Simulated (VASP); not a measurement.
# Ge (I4_1/amd) in VASP: single point with PBE

Aim: the single point of Ge with PBE.

Everything below comes from runs of VASP 6.6.1. Logs are shortened: lines on timing, memory, paths and dates and some standing lists are left out, and cuts for length are marked.

### 1 The cell of the first run

Symmetry: I4_1/amd, No. 141, tetragonal system. The conventional cell has a = 7.533 Å, b = 7.533 Å, c = 2.810 Å, α = 90.00°, β = 90.00°, γ = 90.00°. Within 3.6 Å of Ge (site symmetry 2/m) lie 10 Ge at 2.75 to 3.40 Å.

The cell was generated, and may not be a known phase.

### 2 Single point, PBE

Input file INCAR:

```
  PREC = Accurate
  ENCUT = 520
  EDIFF = 1E-6
  ISMEAR = 0
  SIGMA = 0.1
  LREAL = F
  LASPH = T
  NELM = 60
  ALGO = Fast
  ISIF = 2
  LWAVE = F
  LCHARG = F
  GGA = PE
  NBANDS = 36
```

Input file KPOINTS:

```
Automatic mesh
0
Gamma
  18 18 18
```

Input file POSCAR:

```
Ge
1.0
   -3.7666802078      3.7666802078      1.4048647365
    3.7666802078     -3.7666802078      1.4048647365
    3.7666802078      3.7666802078     -1.4048647365
Ge
4
Direct
    0.3750000000      0.6250000000      0.7500000000
    0.8750000000      0.6250000000      0.2500000000
    0.3750000000      0.1250000000      0.7500000000
    0.3750000000      0.6250000000      0.2500000000
```

Potentials or basis: VASP PAW PBE potentials, release 64 (Ge_d).

Run with:

```sh
> cat potpaw_PBE.64/Ge_d/POTCAR > POTCAR
> mpirun -np 1 vasp_std > vasp.out
```

OUTCAR:

```text
PREC = Accurate
   ENCUT = 520
   EDIFF = 1E-6
   ISMEAR = 0
   LREAL = F
   LASPH = T
   NELM = 60
   ISIF = 2
   GGA = PE

 ion  position               nearest neighbor table
   1  0.375  0.625  0.750-   3 2.75   4 2.75   4 2.75   3 2.75
   2  0.875  0.625  0.250-   3 2.75   4 2.75   4 2.75   3 2.75
   3  0.375  0.125  0.750-   1 2.75   2 2.75   1 2.75   2 2.75
   4  0.375  0.625  0.250-   1 2.75   2 2.75   1 2.75   2 2.75

  LATTYP: Found a body centered tetragonal cell.
 ALAT       =     7.5333604156
 C/A-ratio  =     0.3729715981

  Lattice vectors:

 A1 = (  -3.7666802078,   3.7666802078,   1.4048647365)
 A2 = (   3.7666802078,  -3.7666802078,   1.4048647365)
 A3 = (   3.7666802078,   3.7666802078,  -1.4048647365)

Analysis of symmetry for initial positions (statically):
=====================================================================
 Subroutine PRICEL returns:
 Original cell was already a primitive cell.

 Routine SETGRP: Setting up the symmetry group for a
 body centered tetragonal supercell.

 Subroutine GETGRP returns: Found 16 space group operations
 (whereof  8 operations were pure point group operations)
 out of a pool of 16 trial point group operations.

The static configuration has the point symmetry D_2d.
 The point group associated with its full space group is D_4h.

Analysis of symmetry for dynamics (positions and initial velocities):
=====================================================================
 Subroutine PRICEL returns:
 Original cell was already a primitive cell.

 Routine SETGRP: Setting up the symmetry group for a
 body centered tetragonal supercell.

 Subroutine GETGRP returns: Found 16 space group operations
 (whereof  8 operations were pure point group operations)
 out of a pool of 16 trial point group operations.

The dynamic configuration has the point symmetry D_2d.
 The point group associated with its full space group is D_4h.

 Subroutine INISYM returns: Found 16 space group operations
 (whereof  8 operations are pure point group operations),
 and found     1 'primitive' translations

----------------------------------------------------------------------------------------

                                     Primitive cell

  volume of cell :      79.7282

  direct lattice vectors                    reciprocal lattice vectors
    -3.766680208  3.766680208  1.404864736     0.000000000  0.132742886  0.355906150
     3.766680208 -3.766680208  1.404864736     0.132742886  0.000000000  0.355906150
     3.766680208  3.766680208 -1.404864736     0.132742886  0.132742886  0.000000000

  length of vectors
     5.509029361  5.509029361  5.509029361     0.379855053  0.379855053  0.187726789

  position of ions in fractional coordinates (direct lattice)
     0.375000000  0.625000000  0.750000000
     0.875000000  0.625000000  0.250000000
     0.375000000  0.125000000  0.750000000
     0.375000000  0.625000000  0.250000000

  ion indices of the primitive-cell ions
   primitive index   ion index
                 1           1
                 2           2
                 3           3
                 4           4

----------------------------------------------------------------------------------------

 KPOINTS: Automatic mesh

Automatic generation of k-mesh.
 Grid dimensions read from file:
 generate k-points for:   18   18   18

 Generating k-lattice:

  Cartesian coordinates                     Fractional coordinates (reciprocal lattice)
     0.000000000  0.007374605  0.019772564     0.055555556 -0.000000000  0.000000000
     0.007374605  0.000000000  0.019772564    -0.000000000  0.055555556  0.000000000
     0.007374605  0.007374605  0.000000000     0.000000000  0.000000000  0.055555556

  Length of vectors
     0.021103059  0.021103059  0.010429266

  Shift w.r.t. Gamma in fractional coordinates (k-lattice)
     0.000000000  0.000000000  0.000000000

 Subroutine IBZKPT returns following result:
 ===========================================

 Found    480 irreducible k-points:

 Following reciprocal coordinates:
            Coordinates               Weight
  0.000000  0.000000  0.000000      1.000000
  0.055556  0.000000 -0.000000      8.000000
  0.111111  0.000000 -0.000000      8.000000
  0.166667  0.000000 -0.000000      8.000000
  0.222222  0.000000  0.000000      8.000000
  0.277778  0.000000  0.000000      8.000000
[... 16 lines left out ...]
 -0.277778  0.055556  0.000000     16.000000
 -0.222222  0.055556  0.000000     16.000000
 [... further k-points ...]
   k-points           NKPTS =    480   k-points in BZ     NKDIM =    480   number of bands    NBANDS=     36
   number of dos      NEDOS =    301   number of ions     NIONS =      4
   total plane-waves  NPLWV =  74088
   dimension x,y,z NGX =    42 NGY =   42 NGZ =   42
   dimension x,y,z NGXF=    84 NGYF=   84 NGZF=   84
   ions per type =               4
   NGX,Y,Z   is equivalent  to a cutoff of  12.67, 12.67, 12.67 a.u.
   NGXF,Y,Z  is equivalent  to a cutoff of  25.35, 25.35, 25.35 a.u.
 SYSTEM =  unknown system
   PREC   = accura    normal or accurate (medium, high low for compatibility)
   ISTART =      0    job   : 0-new  1-cont  2-samecut
   ICHARG =      2    charge: 1-file 2-atom 10-const
   ISPIN  =      1    spin polarized calculation?
   LNONCOLLINEAR =      F non collinear calculations
   LSORBIT =      F    spin-orbit coupling
   LASPH  =      T    aspherical Exc in radial PAW
   ENCUT  =  520.0 eV  38.22 Ry    6.18 a.u.  10.24 10.24 10.24*2*pi/ulx,y,z
   NELM   =     60;   NELMIN=  2; NELMDL= -5     # of ELM steps
   EDIFF  = 0.1E-05   stopping-criterion for ELM
   LREAL  =      F    real-space projection
   EDIFFG = 0.1E-04   stopping-criterion for IOM
   NSW    =      0    number of steps for IOM
   IBRION =     -1    ionic relax: 0-MD 1-quasi-New 2-CG
   NFREE  =      0    steps in history (QN), initial steepest desc. (CG)
   ISIF   =      2    stress and relaxation
   ISYM   =      2    0-nonsym 1-usesym 2-fastsym
   POTIM  = 0.5000    time-step for ionic-motion
   TEBEG  =    0.0;   TEEND  =   0.0 temperature during run
   PSTRESS=    0.0 pullay stress
   NELECT =      56.0000    total number of electrons
   NUPDOWN=      -1.0000    fix difference up-down
   EMIN   =  10.00;   EMAX   =-10.00  energy-range for DOS
   EFERMI =   0.00;   METHOD = LEGACY
   ISMEAR =     0;   SIGMA  =   0.10  broadening in eV -4-tet -1-fermi 0-gaus
   EFERMI_NEDOS =   21; number of points for ismear=-14 and -15
   IALGO  =     68    algorithm
   IMIX   =      4    mixing-type and parameters
     AMIX     =   0.40;   BMIX     =  1.00
     AMIX_MAG =   1.60;   BMIX_MAG =  1.00
  volume/ion in A,a.u.               =      19.93       134.51
  Fermi-wavevector in a.u.,A,eV,Ry     =   1.455236  2.749998 28.813229  2.117713
  Thomas-Fermi vector in A             =   2.572294
   LORBIT       =      0    0 simple, 1 ext, 2 COOP (PROOUT), +10 PAW based schemes
   GGA     = PE    functional components
   LHFCALC =     F    Hartree Fock is set to
   AEXX    =    0.0000 exact exchange contribution
   IVDW    =     0    specifies the selected vdW correction
   LEPSILON=     F    determine dielectric tensor
   LRPA    =     F    only Hartree local field effects (RPA)
 non-spin polarized calculation
 RMM-DIIS sequential band-by-band and
 Gauss-broadening in eV      SIGMA  =   0.10
  energy-cutoff  :      520.00
  volume of cell :       79.73
 maximum number of plane-waves:      2166
 NGX is ok and might be reduce to    42
   NGX = 21   NGY = 21   NGZ = 21

 number of electron      55.9999972 magnetization

 Free energy of the ion-electron system (eV)
  ---------------------------------------------------
  ext. energy  EPLUGINS =         0.00000000
  ---------------------------------------------------
  free energy    TOTEN  =       -16.78557625 eV

  energy without entropy =      -16.77511960  energy(sigma->0) =      -16.78034793

 E-fermi :   6.1450     XC(G=0): -10.9563

 val. band max:        6.1449848392   @ k =   0.4444   0.0556   0.0556
 cond. band min:       6.1451957346   @ k =   0.4444   0.1667   0.1111
 fundamental gap:      0.0002108953
 Fermi energy:         6.1450474066

 k-point     1 :       0.0000    0.0000    0.0000
  band No.  band energies     occupation
      1     -18.6713      2.00000
      2     -18.6648      2.00000
      3     -18.6572      2.00000
      4     -18.6572      2.00000
      5     -18.6260      2.00000
      6     -18.6059      2.00000
[... 28 lines left out ...]
     35      14.0013      0.00000
     36      16.0658      0.00000

 k-point     2 :       0.0556    0.0000   -0.0000
  band No.  band energies     occupation
      1     -18.6701      2.00000
      2     -18.6610      2.00000
      3     -18.6537      2.00000
      4     -18.6537      2.00000
      5     -18.6218      2.00000
      6     -18.6049      2.00000
[... 28 lines left out ...]
     35      13.5686      0.00000
     36      16.5086      0.00000

 k-point     3 :       0.1111    0.0000   -0.0000
  band No.  band energies     occupation
      1     -18.6670      2.00000
      2     -18.6508      2.00000
      3     -18.6438      2.00000
      4     -18.6436      2.00000
      5     -18.6098      2.00000
      6     -18.6022      2.00000
[... 28 lines left out ...]
     35      13.2425      0.00000
     36      15.6664      0.00000

 k-point     4 :       0.1667    0.0000   -0.0000
  band No.  band energies     occupation
      1     -18.6626      2.00000
      2     -18.6379      2.00000
      3     -18.6296      2.00000
      4     -18.6278      2.00000
      5     -18.5979      2.00000
      6     -18.5934      2.00000
[... 28 lines left out ...]
     35      13.1146      0.00000
     36      15.7490      0.00000

 k-point     5 :       0.2222    0.0000    0.0000
  band No.  band energies     occupation
      1     -18.6577      2.00000
      2     -18.6265      2.00000
      3     -18.6145      2.00000
      4     -18.6094      2.00000
      5     -18.5927      2.00000
      6     -18.5812      2.00000
[... 655 lines left out ...]
 k-point    22 :      -0.3333    0.0556    0.0000
  band No.  band energies     occupation
      1     -18.6518      2.00000
      2     -18.6196      2.00000
      3     -18.5996      2.00000
      4     -18.5890      2.00000
      5     -18.5860      2.00000
      6     -18.5783      2.00000
[... 28 lines left out ...]
     35      12.6673      0.00000
     36      13.8900      0.00000

 k-point    23 :      -0.2778    0.0556    0.0000
  band No.  band energies     occupation
      1     -18.6556      2.00000
      2     -18.6264      2.00000
      3     -18.6127      2.00000
      4     -18.6028      2.00000
      5     -18.5906      2.00000
      6     -18.5806      2.00000
[... 28 lines left out ...]
     35      12.9453      0.00000
     36      14.4937      0.00000

 k-point    24 :      -0.2222    0.0556    0.0000
  band No.  band energies     occupation
      1     -18.6603      2.00000
      2     -18.6378      2.00000
      3     -18.6290      2.00000
      4     -18.6224      2.00000
      5     -18.5960      2.00000
      6     -18.5928      2.00000
[... 28 lines left out ...]
     35      13.0868      0.00000
     36      14.9178      0.00000

 [... further k-points ...]
[... 5 lines left out ...]
  --------------------------------------------------------------------------------------
  -------------------------------------------------------------------------------------
  Total        0.0153863      0.0153863      0.0044249      0.0000000     -0.0000000     -0.0000000
  in kB        0.3091955      0.3091955      0.0889196      0.0000000     -0.0000000     -0.0000000
  external PRESSURE =       0.2357702 kB  Pullay stress =       0.0000000 kB

 VOLUME and BASIS-vectors are now :
 -----------------------------------------------------------------------------
  energy-cutoff  :      520.00
  volume of cell :       79.73
      direct lattice vectors                 reciprocal lattice vectors
    -3.766680208  3.766680208  1.404864736     0.000000000  0.132742886  0.355906150
     3.766680208 -3.766680208  1.404864736     0.132742886  0.000000000  0.355906150
     3.766680208  3.766680208 -1.404864736     0.132742886  0.132742886  0.000000000

 POSITION                                       TOTAL-FORCE (eV/Angst)
 -----------------------------------------------------------------------------------
      3.76668      1.88334      0.35122         0.000000      0.000000      0.000000
     -0.00000      1.88334      1.75608        -0.000000     -0.000000     -0.000000
      1.88334      3.76668     -0.35122         0.000000      0.000000      0.000000
      1.88334      0.00000      1.05365        -0.000000     -0.000000      0.000000
 -----------------------------------------------------------------------------------
    total drift:                                0.000000      0.000000      0.000000

  FREE ENERGIE OF THE ION-ELECTRON SYSTEM (eV)
  ---------------------------------------------------
  free  energy   TOTEN  =       -16.7855762507 eV

  energy  without entropy=      -16.7751196027  energy(sigma->0) =      -16.78034793
```

Wall time 32 min (1 thread of Oxide Virtual Turin-like, shared host); peak memory 0.94 GiB.

What came out:

| Item | Value |
| --- | --- |
| Free energy | -16.7856 eV |
| Pressure | 0.0 GPa |
| Band gap on the k mesh | zero (bands 28 and 29 overlap by 3.79 eV) |

Levels at points of the mesh, in eV from the Fermi level:
```tsv
k point	band 26	band 27	band 28	band 29	band 30	band 31
(0.00, 0.00, 0.00)	-4.77	-2.39	-2.39	3.17	6.48	6.48
(0.50, 0.00, 0.00)	-3.72	-2.55	-2.21	0.04	0.74	1.86
(0.50, 0.50, 0.00)	-4.43	-0.35	-0.35	3.09	3.09	6.83
(0.50, 0.50, 0.50)	0.40	0.40	0.40	1.29	1.29	1.38
```
